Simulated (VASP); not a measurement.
# HCl (I4/mmm) in VASP: single point with PBEsol

Aim: the single point of HCl with PBEsol.

Everything below comes from runs of VASP 6.6.1. Logs are shortened: lines on timing, memory, paths and dates and some standing lists are left out, and cuts for length are marked.

## (1) The cell of the first run

Symmetry: I4/mmm, No. 139, tetragonal system. The conventional cell has a = 4.026 Å, b = 4.026 Å, c = 5.475 Å, α = 90.00°, β = 90.00°, γ = 90.00°. Within 3.6 Å of H (site symmetry 4/mmm) lie 6 Cl at 2.74 to 2.85 Å. Cl (site symmetry 4/mmm) has 6 H at 2.74 to 2.85 Å within 3.6 Å.

## (2) Single point, PBEsol (strain +0.040 along x and y, +0.000 along z)

File INCAR:

```
ALGO = Normal ; EDIFF = 1E-6
ENCUT = 520 ; GGA = PS
ISIF = 2 ; ISMEAR = 0
LASPH = T ; LCHARG = F
LREAL = F ; LWAVE = F
NBANDS = 11 ; NELM = 60
PREC = Accurate ; SIGMA = 0.15
```

File KPOINTS:

```
k-points
0
Gamma
  16 16 16
```

File POSCAR:

```
HCl
1.0
    0.0000000000      2.8470000000      2.7375000000
    2.8470000000      0.0000000000      2.7375000000
    2.8470000000      2.8470000000      0.0000000000
H Cl
1 1
Direct
    0.0000000000      0.0000000000      0.0000000000
    0.5000000000      0.5000000000      0.5000000000
```

Potentials or basis: VASP PAW PBE potentials, release 64 (H, Cl).

Launch:

```console
$ cat potpaw_PBE.64/H/POTCAR potpaw_PBE.64/Cl/POTCAR > POTCAR
$ mpirun -np 1 vasp_std > vasp.out
```

OUTCAR:

```text
EDIFF = 1E-6
   ENCUT = 520
   GGA = PS
   ISIF = 2
   ISMEAR = 0
   LASPH = T
   LREAL = F
   NELM = 60
   PREC = Accurate

 ion  position               nearest neighbor table
   1  0.000  0.000  0.000-
   2  0.500  0.500  0.500-

  LATTYP: Found a body centered tetragonal cell.
 ALAT       =     4.0262660121
 C/A-ratio  =     1.3598207331

  Lattice vectors:

 A1 = (   0.0000000000,  -2.8470000000,  -2.7375000000)
 A2 = (   0.0000000000,   2.8470000000,  -2.7375000000)
 A3 = (   2.8470000000,   0.0000000000,   2.7375000000)

Analysis of symmetry for initial positions (statically):
=====================================================================
 Subroutine PRICEL returns:
 Original cell was already a primitive cell.

 Routine SETGRP: Setting up the symmetry group for a
 body centered tetragonal supercell.

 Subroutine GETGRP returns: Found 16 space group operations
 (whereof 16 operations were pure point group operations)
 out of a pool of 16 trial point group operations.

The static configuration has the point symmetry D_4h.

Analysis of symmetry for dynamics (positions and initial velocities):
=====================================================================
 Subroutine PRICEL returns:
 Original cell was already a primitive cell.

 Routine SETGRP: Setting up the symmetry group for a
 body centered tetragonal supercell.

 Subroutine GETGRP returns: Found 16 space group operations
 (whereof 16 operations were pure point group operations)
 out of a pool of 16 trial point group operations.

The dynamic configuration has the point symmetry D_4h.

 Subroutine INISYM returns: Found 16 space group operations
 (whereof 16 operations are pure point group operations),
 and found     1 'primitive' translations

----------------------------------------------------------------------------------------

                                     Primitive cell

  volume of cell :      44.3771

  direct lattice vectors                    reciprocal lattice vectors
     0.000000000  2.847000000  2.737500000    -0.175623463  0.175623463  0.182648402
     2.847000000  0.000000000  2.737500000     0.175623463 -0.175623463  0.182648402
     2.847000000  2.847000000  0.000000000     0.175623463  0.175623463 -0.182648402

  length of vectors
     3.949596847  3.949596847  4.026266012     0.308297973  0.308297973  0.308297973

  position of ions in fractional coordinates (direct lattice)
     0.000000000  0.000000000  0.000000000
     0.500000000  0.500000000  0.500000000

  ion indices of the primitive-cell ions
   primitive index   ion index
                 1           1
                 2           2

----------------------------------------------------------------------------------------

 KPOINTS: k-points

Automatic generation of k-mesh.
 Grid dimensions read from file:
 generate k-points for:   16   16   16

 Generating k-lattice:

  Cartesian coordinates                     Fractional coordinates (reciprocal lattice)
    -0.010976466  0.010976466  0.011415525     0.062500000 -0.000000000  0.000000000
     0.010976466 -0.010976466  0.011415525    -0.000000000  0.062500000  0.000000000
     0.010976466  0.010976466 -0.011415525     0.000000000  0.000000000  0.062500000

  Length of vectors
     0.019268623  0.019268623  0.019268623

  Shift w.r.t. Gamma in fractional coordinates (k-lattice)
     0.000000000  0.000000000  0.000000000

 Subroutine IBZKPT returns following result:
 ===========================================

 Found    349 irreducible k-points:

 Following reciprocal coordinates:
            Coordinates               Weight
  0.000000  0.000000  0.000000      1.000000
  0.062500 -0.000000  0.000000      8.000000
  0.125000 -0.000000  0.000000      8.000000
  0.187500 -0.000000  0.000000      8.000000
  0.250000 -0.000000  0.000000      8.000000
  0.312500 -0.000000  0.000000      8.000000
[... 16 lines left out ...]
 -0.125000  0.062500  0.000000      8.000000
 -0.062500  0.062500  0.000000      4.000000
 [... further k-points ...]
   k-points           NKPTS =    349   k-points in BZ     NKDIM =    349   number of bands    NBANDS=     11
   number of dos      NEDOS =    301   number of ions     NIONS =      2
   total plane-waves  NPLWV =  27000
   dimension x,y,z NGX =    30 NGY =   30 NGZ =   30
   dimension x,y,z NGXF=    60 NGYF=   60 NGZF=   60
   ions per type =               1   1
   NGX,Y,Z   is equivalent  to a cutoff of  12.63, 12.63, 12.39 a.u.
   NGXF,Y,Z  is equivalent  to a cutoff of  25.26, 25.26, 24.77 a.u.
 SYSTEM =  unknown system
   PREC   = accura    normal or accurate (medium, high low for compatibility)
   ISTART =      0    job   : 0-new  1-cont  2-samecut
   ICHARG =      2    charge: 1-file 2-atom 10-const
   ISPIN  =      1    spin polarized calculation?
   LNONCOLLINEAR =      F non collinear calculations
   LSORBIT =      F    spin-orbit coupling
   LASPH  =      T    aspherical Exc in radial PAW
   ENCUT  =  520.0 eV  38.22 Ry    6.18 a.u.   7.34  7.34  7.49*2*pi/ulx,y,z
   NELM   =     60;   NELMIN=  2; NELMDL= -5     # of ELM steps
   EDIFF  = 0.1E-05   stopping-criterion for ELM
   LREAL  =      F    real-space projection
   EDIFFG = 0.1E-04   stopping-criterion for IOM
   NSW    =      0    number of steps for IOM
   IBRION =     -1    ionic relax: 0-MD 1-quasi-New 2-CG
   NFREE  =      0    steps in history (QN), initial steepest desc. (CG)
   ISIF   =      2    stress and relaxation
   ISYM   =      2    0-nonsym 1-usesym 2-fastsym
   POTIM  = 0.5000    time-step for ionic-motion
   TEBEG  =    0.0;   TEEND  =   0.0 temperature during run
   PSTRESS=    0.0 pullay stress
   NELECT =       8.0000    total number of electrons
   NUPDOWN=      -1.0000    fix difference up-down
   EMIN   =  10.00;   EMAX   =-10.00  energy-range for DOS
   EFERMI =   0.00;   METHOD = LEGACY
   ISMEAR =     0;   SIGMA  =   0.15  broadening in eV -4-tet -1-fermi 0-gaus
   EFERMI_NEDOS =   21; number of points for ismear=-14 and -15
   IALGO  =     38    algorithm
   IMIX   =      4    mixing-type and parameters
     AMIX     =   0.40;   BMIX     =  1.00
     AMIX_MAG =   1.60;   BMIX_MAG =  1.00
  volume/ion in A,a.u.               =      22.19       149.74
  Fermi-wavevector in a.u.,A,eV,Ry     =   0.924808  1.747635 11.636665  0.855271
  Thomas-Fermi vector in A             =   2.050595
   LORBIT       =      0    0 simple, 1 ext, 2 COOP (PROOUT), +10 PAW based schemes
   GGA     = PS    functional components
   LHFCALC =     F    Hartree Fock is set to
   AEXX    =    0.0000 exact exchange contribution
   IVDW    =     0    specifies the selected vdW correction
   LEPSILON=     F    determine dielectric tensor
   LRPA    =     F    only Hartree local field effects (RPA)
 non-spin polarized calculation
 Gauss-broadening in eV      SIGMA  =   0.15
  energy-cutoff  :      520.00
  volume of cell :       44.38
 maximum number of plane-waves:      1214
 NGX is ok and might be reduce to    30
   NGX = 15   NGY = 15   NGZ = 15

 number of electron       7.9999999 magnetization

 Free energy of the ion-electron system (eV)
  ---------------------------------------------------
  ext. energy  EPLUGINS =         0.00000000
  ---------------------------------------------------
  free energy    TOTEN  =        -2.81948767 eV

  energy without entropy =       -2.81671088  energy(sigma->0) =       -2.81809927

 E-fermi :  -2.6045     XC(G=0):  -7.4984

 val. band max:       -2.6167138438   @ k =   0.4375   0.0000   0.4375
 cond. band min:      -2.5864571190   @ k =   0.5000   0.4375   0.0000
 fundamental gap:      0.0302567249
 Fermi energy:        -2.6045199216

 k-point     1 :       0.0000    0.0000    0.0000
  band No.  band energies     occupation
      1     -15.5981      2.00000
      2      -2.8851      1.99184
      3      -2.8204      1.95817
      4      -2.7425      1.80673
      5      -2.7425      1.80673
      6       8.1509      0.00000
      7       9.6914      0.00000
      8       9.6914      0.00000
      9       9.9710      0.00000
     10      11.7786      0.00000
     11      12.3233      0.00000

 k-point     2 :       0.0625   -0.0000    0.0000
  band No.  band energies     occupation
      1     -15.5875      2.00000
      2      -3.3039      2.00000
      3      -2.7940      1.92598
      4      -2.7503      1.83079
      5      -2.3675      0.02545
      6       8.0578      0.00000
      7       9.5487      0.00000
      8       9.7170      0.00000
      9       9.9482      0.00000
     10      11.4315      0.00000
     11      11.8890      0.00000

 k-point     3 :       0.1250   -0.0000    0.0000
  band No.  band energies     occupation
      1     -15.5569      2.00000
      2      -3.7659      2.00000
      3      -2.8069      1.94364
      4      -2.7724      1.88658
      5      -1.9420      0.00000
      6       7.7146      0.00000
      7       9.3135      0.00000
      8       9.7053      0.00000
      9       9.9726      0.00000
     10      11.0460      0.00000
     11      11.3596      0.00000

 k-point     4 :       0.1875   -0.0000    0.0000
  band No.  band energies     occupation
      1     -15.5104      2.00000
      2      -4.2053      2.00000
      3      -2.8266      1.96374
      4      -2.8050      1.94125
      5      -1.5574      0.00000
      6       7.1386      0.00000
      7       9.3146      0.00000
      8       9.4667      0.00000
      9       9.8220      0.00000
     10      11.0920      0.00000
     11      11.2330      0.00000
[... 239 lines left out ...]
 k-point    22 :      -0.1875    0.0625    0.0000
  band No.  band energies     occupation
      1     -15.4872      2.00000
      2      -4.3087      2.00000
      3      -2.9296      1.99782
      4      -2.7948      1.92722
      5      -1.4575      0.00000
      6       6.9146      0.00000
      7       8.8871      0.00000
      8       9.4083      0.00000
      9      10.3156      0.00000
     10      10.7035      0.00000
     11      11.9444      0.00000

 k-point    23 :      -0.1250    0.0625    0.0000
  band No.  band energies     occupation
      1     -15.5363      2.00000
      2      -3.9114      2.00000
      3      -2.9025      1.99504
      4      -2.7655      1.87092
      5      -1.7821      0.00000
      6       7.4687      0.00000
      7       8.9830      0.00000
      8       9.8195      0.00000
      9      10.2354      0.00000
     10      10.4197      0.00000
     11      11.9774      0.00000

 k-point    24 :      -0.0625    0.0625    0.0000
  band No.  band energies     occupation
      1     -15.5713      2.00000
      2      -3.5293      2.00000
      3      -2.8671      1.98671
      4      -2.7497      1.82906
      5      -2.1190      0.00000
      6       7.8637      0.00000
      7       9.2700      0.00000
      8       9.8167      0.00000
      9      10.0640      0.00000
     10      10.7899      0.00000
     11      12.1259      0.00000

 [... further k-points ...]
[... 5 lines left out ...]
  --------------------------------------------------------------------------------------
  -------------------------------------------------------------------------------------
  Total       -2.4215033     -2.4215033     -3.2053667      0.0000000      0.0000000     -0.0000000
  in kB      -87.4251897    -87.4251897   -115.7255476      0.0000000      0.0000000     -0.0000000
  external PRESSURE =     -96.8586423 kB  Pullay stress =       0.0000000 kB

 VOLUME and BASIS-vectors are now :
 -----------------------------------------------------------------------------
  energy-cutoff  :      520.00
  volume of cell :       44.38
      direct lattice vectors                 reciprocal lattice vectors
     0.000000000  2.847000000  2.737500000    -0.175623463  0.175623463  0.182648402
     2.847000000  0.000000000  2.737500000     0.175623463 -0.175623463  0.182648402
     2.847000000  2.847000000  0.000000000     0.175623463  0.175623463 -0.182648402

 POSITION                                       TOTAL-FORCE (eV/Angst)
 -----------------------------------------------------------------------------------
      0.00000      0.00000      0.00000         0.000000      0.000000      0.000000
      2.84700      2.84700      2.73750         0.000000     -0.000000      0.000000
 -----------------------------------------------------------------------------------
    total drift:                                0.000000     -0.000000      0.000000

  FREE ENERGIE OF THE ION-ELECTRON SYSTEM (eV)
  ---------------------------------------------------
  free  energy   TOTEN  =        -2.8194876652 eV

  energy  without entropy=       -2.8167108763  energy(sigma->0) =       -2.81809927
```

It took 96 s on 1 thread of Intel Xeon Platinum 8488C (Sapphire Rapids), shared host; peak memory 0.28 GiB.

What came out:

```yaml
Free_energy: -2.8195 eV
Pressure: -9.7 GPa
Band_gap_on_the_k_mesh: zero (band 4 reaches -2.74 eV, above the bottom of band 5 at -2.79 eV)
```

Caveat: the cell differs from its parent crystal (strain +0.040 along x and y, +0.000 along z); the PAW data sets were made with another functional, which shifts forces and pressure a little.
